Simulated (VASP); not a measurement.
# Te2Mo in VASP: notebook, part 2 of 2

VASP 6.6.1. The steps go on from the part before.

## Step 4: Single point, PBE (atoms displaced along a vibrational mode)

File INCAR:

```
SYSTEM = Te2Mo
ALGO = Normal ; EDIFF = 1E-7
ENCUT = 520 ; GGA = PE
ISIF = 2 ; ISMEAR = 0
LASPH = .TRUE. ; LCHARG = .FALSE.
LREAL = .FALSE. ; LWAVE = .FALSE.
NBANDS = 35 ; NELM = 80
PREC = Accurate ; SIGMA = 0.05
```

File KPOINTS:

```
k-points
0
G
  9 9 1
  0 0 0
```

File POSCAR:

```
Te2Mo
1.0
    3.5549909197      0.0000000000      0.0000000000
   -1.7774954599      3.0787124467      0.0000000000
    0.0000000000      0.0000000000     35.0365360304
Te Mo
4 2
Direct
    0.3333333333      0.6666666667      0.4491776817
    0.3106328534      0.6666666667      0.9483984951
    0.3560338133      0.6666666667      0.0516015049
    0.3333333333      0.6666666667      0.5508223183
    0.0000000000      0.0000000000      0.0000000000
    0.0000000000      0.0000000000      0.5000000000
```

Potentials or basis: VASP PAW PBE potentials, release 64 (Te, Mo_sv).

Launch:

```sh
$ cat potpaw_PBE.64/Te/POTCAR potpaw_PBE.64/Mo_sv/POTCAR > POTCAR
$ mpirun -np 1 vasp_std > vasp.out
```

OUTCAR:

```text
SYSTEM = Te2Mo
   EDIFF = 1E-7
   ENCUT = 520
   GGA = PE
   ISIF = 2
   ISMEAR = 0
   LASPH = .TRUE.
   LREAL = .FALSE.
   NELM = 80
   PREC = Accurate

 ion  position               nearest neighbor table
   1  0.333  0.667  0.449-   6 2.72   6 2.72   6 2.72   4 3.56
   2  0.311  0.667  0.948-   5 2.68   5 2.74   5 2.79   3 3.62
   3  0.356  0.667  0.052-   5 2.68   5 2.74   5 2.79   2 3.62
   4  0.333  0.667  0.551-   6 2.72   6 2.72   6 2.72   1 3.56
   5  0.000  0.000  0.000-   3 2.68   2 2.68   3 2.74   2 2.74   2 2.79   3 2.79
   6  0.000  0.000  0.500-   1 2.72   4 2.72   1 2.72   4 2.72   1 2.72   4 2.72

  LATTYP: Found a hexagonal cell.
 ALAT       =     3.5549909197
 C/A-ratio  =     9.8555908642

  Lattice vectors:

 A1 = (   3.5549909197,   0.0000000000,   0.0000000000)
 A2 = (  -1.7774954599,   3.0787124467,   0.0000000000)
 A3 = (   0.0000000000,   0.0000000000,  35.0365360304)

Analysis of symmetry for initial positions (statically):
=====================================================================
 Subroutine PRICEL returns:
 Original cell was already a primitive cell.

 Routine SETGRP: Setting up the symmetry group for a
 hexagonal supercell.

 Subroutine GETGRP returns: Found  2 space group operations
 (whereof  2 operations were pure point group operations)
 out of a pool of 24 trial point group operations.

The static configuration has the point symmetry C_2 .

Analysis of symmetry for dynamics (positions and initial velocities):
=====================================================================
 Subroutine PRICEL returns:
 Original cell was already a primitive cell.

 Routine SETGRP: Setting up the symmetry group for a
 hexagonal supercell.

 Subroutine GETGRP returns: Found  2 space group operations
 (whereof  2 operations were pure point group operations)
 out of a pool of 24 trial point group operations.

The dynamic configuration has the point symmetry C_2 .

 Subroutine INISYM returns: Found  2 space group operations
 (whereof  2 operations are pure point group operations),
 and found     1 'primitive' translations

----------------------------------------------------------------------------------------

                                     Primitive cell

  volume of cell :     383.4677

  direct lattice vectors                    reciprocal lattice vectors
     3.554990920  0.000000000  0.000000000     0.281294671  0.162405554  0.000000000
    -1.777495460  3.078712447  0.000000000     0.000000000  0.324811108  0.000000000
     0.000000000  0.000000000 35.036536030     0.000000000  0.000000000  0.028541634

  length of vectors
     3.554990920  3.554990920 35.036536030     0.324811108  0.324811108  0.028541634

  position of ions in fractional coordinates (direct lattice)
     0.333333333  0.666666667  0.449177682
     0.310632853  0.666666667  0.948398495
     0.356033813  0.666666667  0.051601505
     0.333333333  0.666666667  0.550822318
     0.000000000  0.000000000  0.000000000
     0.000000000  0.000000000  0.500000000

  ion indices of the primitive-cell ions
   primitive index   ion index
                 1           1
                 2           2
                 3           3
[... 28 lines left out ...]
 Found     25 irreducible k-points:

 Following reciprocal coordinates:
            Coordinates               Weight
  0.000000  0.000000  0.000000      1.000000
  0.111111  0.000000  0.000000      4.000000
  0.000000  0.111111  0.000000      2.000000
  0.222222  0.000000  0.000000      4.000000
  0.000000  0.222222  0.000000      2.000000
  0.333333  0.000000  0.000000      4.000000
[... 16 lines left out ...]
 -0.222222 -0.444444  0.000000      4.000000
  0.444444  0.333333  0.000000      4.000000
   k-points           NKPTS =     25   k-points in BZ     NKDIM =     25   number of bands    NBANDS=     35
   number of dos      NEDOS =    301   number of ions     NIONS =      6
   total plane-waves  NPLWV = 211680
   dimension x,y,z NGX =    28 NGY =   28 NGZ =  270
   dimension x,y,z NGXF=    56 NGYF=   56 NGZF=  540
   ions per type =               4   2
   NGX,Y,Z   is equivalent  to a cutoff of  13.09, 13.09, 12.81 a.u.
   NGXF,Y,Z  is equivalent  to a cutoff of  26.19, 26.19, 25.62 a.u.
 SYSTEM =  Te2Mo
   PREC   = accura    normal or accurate (medium, high low for compatibility)
   ISTART =      0    job   : 0-new  1-cont  2-samecut
   ICHARG =      2    charge: 1-file 2-atom 10-const
   ISPIN  =      1    spin polarized calculation?
   LNONCOLLINEAR =      F non collinear calculations
   LSORBIT =      F    spin-orbit coupling
   LASPH  =      T    aspherical Exc in radial PAW
   ENCUT  =  520.0 eV  38.22 Ry    6.18 a.u.   6.61  6.61 65.14*2*pi/ulx,y,z
   NELM   =     80;   NELMIN=  2; NELMDL= -5     # of ELM steps
   EDIFF  = 0.1E-06   stopping-criterion for ELM
   LREAL  =      F    real-space projection
   EDIFFG = 0.1E-05   stopping-criterion for IOM
   NSW    =      0    number of steps for IOM
   IBRION =     -1    ionic relax: 0-MD 1-quasi-New 2-CG
   NFREE  =      0    steps in history (QN), initial steepest desc. (CG)
   ISIF   =      2    stress and relaxation
   ISYM   =      2    0-nonsym 1-usesym 2-fastsym
   POTIM  = 0.5000    time-step for ionic-motion
   TEBEG  =    0.0;   TEEND  =   0.0 temperature during run
   PSTRESS=    0.0 pullay stress
   NELECT =      52.0000    total number of electrons
   NUPDOWN=      -1.0000    fix difference up-down
   EMIN   =  10.00;   EMAX   =-10.00  energy-range for DOS
   EFERMI =   0.00;   METHOD = LEGACY
   ISMEAR =     0;   SIGMA  =   0.05  broadening in eV -4-tet -1-fermi 0-gaus
   EFERMI_NEDOS =   21; number of points for ismear=-14 and -15
   IALGO  =     38    algorithm
   IMIX   =      4    mixing-type and parameters
     AMIX     =   0.40;   BMIX     =  1.00
     AMIX_MAG =   1.60;   BMIX_MAG =  1.00
  volume/ion in A,a.u.               =      63.91       431.29
  Fermi-wavevector in a.u.,A,eV,Ry     =   0.841072  1.589395  9.624783  0.707402
  Thomas-Fermi vector in A             =   1.955557
   LORBIT       =      0    0 simple, 1 ext, 2 COOP (PROOUT), +10 PAW based schemes
   GGA     = PE    functional components
   LHFCALC =     F    Hartree Fock is set to
   AEXX    =    0.0000 exact exchange contribution
   IVDW    =     0    specifies the selected vdW correction
   LEPSILON=     F    determine dielectric tensor
   LRPA    =     F    only Hartree local field effects (RPA)
 non-spin polarized calculation
 Gauss-broadening in eV      SIGMA  =   0.05
  energy-cutoff  :      520.00
  volume of cell :      383.47
 maximum number of plane-waves:     10463
   NGX = 13   NGY = 13   NGZ =131

 number of electron      51.9999990 magnetization

 Free energy of the ion-electron system (eV)
  ---------------------------------------------------
  ext. energy  EPLUGINS =         0.00000000
  ---------------------------------------------------
  free energy    TOTEN  =       -35.99900393 eV

  energy without entropy =      -35.99900393  energy(sigma->0) =      -35.99900393

 E-fermi :   0.5574     XC(G=0):  -4.7458

 val. band max:        0.1589631172   @ k =   0.3333   0.3333   0.0000
 cond. band min:       1.1454853423   @ k =   0.3333   0.3333   0.0000
 fundamental gap:      0.9865222251
 Fermi energy:         0.5573622998

 k-point     1 :       0.0000    0.0000    0.0000
  band No.  band energies     occupation
      1     -60.5495      2.00000
      2     -60.5330      2.00000
      3     -34.6984      2.00000
      4     -34.6809      2.00000
      5     -34.6046      2.00000
      6     -34.6046      2.00000
[... 901 lines left out ...]
     34       3.9636      0.00000
     35       4.9663      0.00000

 [... further k-points ...]

------------------------ aborting loop because EDIFF is reached ----------------------------------------

  FORCE on cell =-STRESS in cart. coord.  units (eV):
  Direction    XX          YY          ZZ          XY          YZ          ZX
  --------------------------------------------------------------------------------------
  -------------------------------------------------------------------------------------
  Total        0.5256553      0.5272647      1.5992278     -0.0000000      0.0000000     -1.7796608
  in kB        2.1962553      2.2029798      6.6817795     -0.0000000      0.0000000     -7.4356516
  external PRESSURE =       3.6936715 kB  Pullay stress =       0.0000000 kB

 VOLUME and BASIS-vectors are now :
 -----------------------------------------------------------------------------
  energy-cutoff  :      520.00
  volume of cell :      383.47
      direct lattice vectors                 reciprocal lattice vectors
     3.554990920  0.000000000  0.000000000     0.281294671  0.162405554  0.000000000
    -1.777495460  3.078712447  0.000000000     0.000000000  0.324811108  0.000000000
     0.000000000  0.000000000 35.036536030     0.000000000  0.000000000  0.028541634

 POSITION                                       TOTAL-FORCE (eV/Angst)
 -----------------------------------------------------------------------------------
     -0.00000      2.05247     15.73763         0.000031      0.000006     -0.390996
     -0.08070      2.05247     33.22860         0.492138     -0.031840     -0.063577
      0.08070      2.05247      1.80794        -0.492138     -0.031840      0.063577
     -0.00000      2.05247     19.29891        -0.000031      0.000006      0.390996
      0.00000      0.00000      0.00000        -0.000000      0.063661     -0.000000
      0.00000      0.00000     17.51827        -0.000000      0.000006     -0.000000
 -----------------------------------------------------------------------------------
    total drift:                                0.000000     -0.000038     -0.000000

  FREE ENERGIE OF THE ION-ELECTRON SYSTEM (eV)
  ---------------------------------------------------
  free  energy   TOTEN  =       -35.9990039262 eV

  energy  without entropy=      -35.9990039262  energy(sigma->0) =      -35.99900393
```

It took 17 min on 1 thread of Intel Xeon 8259CL, shared host; peak memory 0.64 GiB.

What came out:

| Property | Result |
| --- | --- |
| Free energy | -35.9990 eV |
| Largest force | 0.497 eV/Å |
| Band gap on the k mesh | 0.99 eV |

Forces in eV/Å, atoms in the order of the input:
```
Te   0.000  0.000 -0.391
Te   0.492 -0.032 -0.064
Te  -0.492 -0.032  0.064
Te   0.000  0.000  0.391
Mo   0.000  0.064  0.000
Mo   0.000  0.000  0.000
```

Caveat: the cell differs from its parent crystal (atoms displaced along a vibrational mode); spin-orbit coupling is left out, which moves the levels of the heavy elements.

## Step 5: Overview

| cell | gap on the mesh (eV) | largest force (eV/Å) |
| --- | --- | --- |
| as given, atomic positions A | 0.89 | 0.80 |
| as given, atomic positions B | 0.98 | 0.66 |
| as given, atomic positions C | 0.99 | 0.50 |

Alike in all rows: task single point; level PBE; potentials or basis VASP PAW PBE potentials, release 64 (Te, Mo_sv); no spin polarisation; k mesh 9 × 9 × 1; cutoff (eV) 520; smearing gaussian 0.05 eV.

Caveats: spin-orbit coupling is left out, which moves the levels of the heavy elements.

Absolute energies hang on the potentials; compare differences alone.
